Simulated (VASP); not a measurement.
# BN (Fmm2) in VASP: further runs, part 3 of 3

VASP 6.6.1. Earlier steps stand in the parts before.

### Step 6. Single point, PBE+D3(BJ) (strain +0.030 along x and y, +0.000 along z)

Input file INCAR:

```
PREC = Accurate ; ENCUT = 520
EDIFF = 1E-6 ; ISMEAR = 0
SIGMA = 0.05 ; LREAL = F
LASPH = T ; NELM = 100
ALGO = Normal ; ISIF = 2
LWAVE = F ; LCHARG = F
GGA = PE ; IVDW = 12
NBANDS = 11
```

Input file KPOINTS:

```
regular mesh
0
Gamma
  12 12 12
```

Input file POSCAR:

```
BN
1.0
    0.0000000000      3.6001753049      2.1660912400
    1.2891810630      0.0000000000      2.1660912400
    1.2891810630      3.6001753049      0.0000000000
B N
1 1
Direct
    0.0000486500      0.0000486500      0.9999513500
    0.6666513400      0.6666513400      0.3333486600
```

Potentials or basis: VASP PAW PBE potentials, release 64 (B, N).

The run is started by

```bash
> cat potpaw_PBE.64/B/POTCAR potpaw_PBE.64/N/POTCAR > POTCAR
> mpirun -np 1 vasp_std > vasp.out
```

OUTCAR:

```text
PREC = Accurate
   ENCUT = 520
   EDIFF = 1E-6
   ISMEAR = 0
   LREAL = F
   LASPH = T
   NELM = 100
   ISIF = 2
   GGA = PE
   IVDW = 12
 IVDW          = 12

 ion  position               nearest neighbor table
   1  0.000  0.000  1.000-   2 1.44   2 1.48   2 1.48
   2  0.667  0.667  0.333-   1 1.44   1 1.48   1 1.48

  LATTYP: Found a face centered orthorhombic cell.
 ALAT       =     2.5783621260
 B/A-ratio  =     1.6802071502
 C/A-ratio  =     2.7926064137

  Lattice vectors:

 A1 = (   0.0000000000,   3.6001753049,   2.1660912400)
 A2 = (  -1.2891810630,   3.6001753049,   0.0000000000)
 A3 = (  -1.2891810630,   0.0000000000,   2.1660912400)

Analysis of symmetry for initial positions (statically):
=====================================================================
 Subroutine PRICEL returns:
 Original cell was already a primitive cell.

 Routine SETGRP: Setting up the symmetry group for a
 face centered orthorhombic supercell.

 Subroutine GETGRP returns: Found  4 space group operations
 (whereof  4 operations were pure point group operations)
 out of a pool of  8 trial point group operations.

The static configuration has the point symmetry C_2v.

Analysis of symmetry for dynamics (positions and initial velocities):
=====================================================================
 Subroutine PRICEL returns:
 Original cell was already a primitive cell.

 Routine SETGRP: Setting up the symmetry group for a
 face centered orthorhombic supercell.

 Subroutine GETGRP returns: Found  4 space group operations
 (whereof  4 operations were pure point group operations)
 out of a pool of  8 trial point group operations.

The dynamic configuration has the point symmetry C_2v.

 Subroutine INISYM returns: Found  4 space group operations
 (whereof  4 operations are pure point group operations),
 and found     1 'primitive' translations

[... 120 lines left out ...]
   LHFCALC =     F    Hartree Fock is set to
   AEXX    =    0.0000 exact exchange contribution
   IVDW    =    12    specifies the selected vdW correction
   LEPSILON=     F    determine dielectric tensor
   LRPA    =     F    only Hartree local field effects (RPA)
 non-spin polarized calculation
 Gauss-broadening in eV      SIGMA  =   0.05
  energy-cutoff  :      520.00
  volume of cell :       20.11
 maximum number of plane-waves:       558
   NGX = 15   NGY =  9   NGZ = 15

 number of electron       8.0000000 magnetization

 Free energy of the ion-electron system (eV)
  ---------------------------------------------------
  ext. energy  EPLUGINS =         0.00000000
  ---------------------------------------------------
  free energy    TOTEN  =       -17.56295995 eV

  energy without entropy =      -17.56295995  energy(sigma->0) =      -17.56295995

 E-fermi :   1.7847     XC(G=0):  -9.4609

 val. band max:        1.5339397105   @ k =   0.5000  -0.3333   0.1667
 cond. band min:       5.5163795587   @ k =   0.0000   0.5000   0.5000
 fundamental gap:      3.9824398482
 Fermi energy:         1.7846567697

 k-point     1 :       0.0000    0.0000    0.0000
  band No.  band energies     occupation
      1     -16.0087      2.00000
      2      -2.7915      2.00000
      3       0.0642      2.00000
      4       0.1659      2.00000
      5       6.3101      0.00000
      6      12.4746      0.00000
      7      12.9252      0.00000
      8      13.9609      0.00000
      9      15.2638      0.00000
     10      26.5051      0.00000
     11      27.0276      0.00000
[... 309 lines left out ...]
 k-point    24 :      -0.4167    0.1667    0.0000
  band No.  band energies     occupation
      1     -12.7888      2.00000
      2      -6.9350      2.00000
      3      -3.8039      2.00000
      4       0.8899      2.00000
      5       6.2101      0.00000
      6      12.8786      0.00000
      7      14.7300      0.00000
      8      16.2312      0.00000
      9      19.0303      0.00000
     10      21.4487      0.00000
     11      22.7979      0.00000

 [... further k-points ...]

------------------------ aborting loop because EDIFF is reached ----------------------------------------

 Edisp (eV)   -0.24857

 E8    (eV) :    -0.0721

  FORCE on cell =-STRESS in cart. coord.  units (eV):
  Direction    XX          YY          ZZ          XY          YZ          ZX
  --------------------------------------------------------------------------------------
  -------------------------------------------------------------------------------------
  Total      -2.67700    -0.17988    -0.28093     0.00000     0.00000     0.00000
  in kB    -213.31205   -14.33326   -22.38569     0.00000     0.00000     0.00000
  external pressure =      -83.34 kB  Pullay stress =        0.00 kB

 VOLUME and BASIS-vectors are now :
 -----------------------------------------------------------------------------
  energy-cutoff  :      520.00
  volume of cell :       20.11
      direct lattice vectors                 reciprocal lattice vectors
     0.000000000  3.600175305  2.166091240    -0.387843116  0.138882126  0.230830535
     1.289181063  0.000000000  2.166091240     0.387843116 -0.138882126  0.230830535
     1.289181063  3.600175305  0.000000000     0.387843116  0.138882126 -0.230830535

 POSITION                                       TOTAL-FORCE (eV/Angst)
 -----------------------------------------------------------------------------------
      1.28918      3.60018      0.00021         0.000000      0.000000      0.308243
      1.28918      3.60018      2.88806         0.000000      0.000000     -0.308243
 -----------------------------------------------------------------------------------
    total drift:                                0.000001      0.000012      0.000009

  FREE ENERGIE OF THE ION-ELECTRON SYSTEM (eV)
  ---------------------------------------------------
  free  energy   TOTEN  =       -17.8115305034 eV

  energy  without entropy=      -17.8115305034  energy(sigma->0) =      -17.81153050
```

stdout:

```text
POSCAR found type information on POSCAR B N
 POSCAR found :  2 types and       2 ions
 scaLAPACK will be used
 LDA part: xc-table for (Slater+PW92), standard interpolation
 POSCAR, INCAR and KPOINTS ok, starting setup
 FFT: planning ... GRIDC
 FFT: planning ... GRID_SOFT
 FFT: planning ... GRID
 WAVECAR not read
 entering main loop
```

Run time: 63 s. Hardware: 1 thread of AMD EPYC 7R13 (Zen 3), shared host; peak memory 0.17 GiB.

What came out:

* Free energy: -17.8115 eV
* Pressure: -8.3 GPa
* Largest force: 0.308 eV/Å
* Band gap on the k mesh: 3.98 eV (least direct gap 4.44 eV)
* Dispersion energy per atom: -0.124 eV

Forces on the atoms (eV/Å):
```
B    0.000  0.000  0.308
N    0.000  0.000 -0.308
```

Caveat: the cell differs from its parent crystal (strain +0.030 along x and y, +0.000 along z); the cell stands under tension. A k mesh can miss the band edges.

### Step 7. Summary

| cell | gap on the mesh (eV) | pressure (GPa) | largest force (eV/Å) |
| --- | --- | --- | --- |
| a = 4.147, b = 2.558, c = 3.713 Å, angles 80.5, 37.5, 62.0°, 2 atoms | 3.64 | -8.5 | 0.24 |
| a = 4.168, b = 2.465, c = 3.824 Å, angles 79.8, 35.6, 64.6°, 2 atoms | 4.15 | 1.8 | 0.89 |
| a = 4.157, b = 2.511, c = 3.768 Å, angles 80.2, 36.5, 63.3°, 2 atoms | 3.92 | -4.0 | 0.18 |
| a = 4.185, b = 2.493, c = 3.824 Å, angles 80.0, 35.9, 64.1°, 2 atoms | 4.07 | -3.5 | 0.56 |
| a = 4.202, b = 2.521, c = 3.824 Å, angles 80.1, 36.2, 63.7°, 2 atoms | 3.98 | -8.3 | 0.31 |

Alike in all rows: task single point; level PBE+D3(BJ); potentials or basis VASP PAW PBE potentials, release 64 (B, N); no spin polarisation; k mesh 12 × 12 × 12; cutoff (eV) 520; smearing gaussian 0.05 eV.

Caveats: the cell stands under tension (at least some runs).

Total energies depend on the potentials used, so only differences within one code and one set of settings carry meaning.
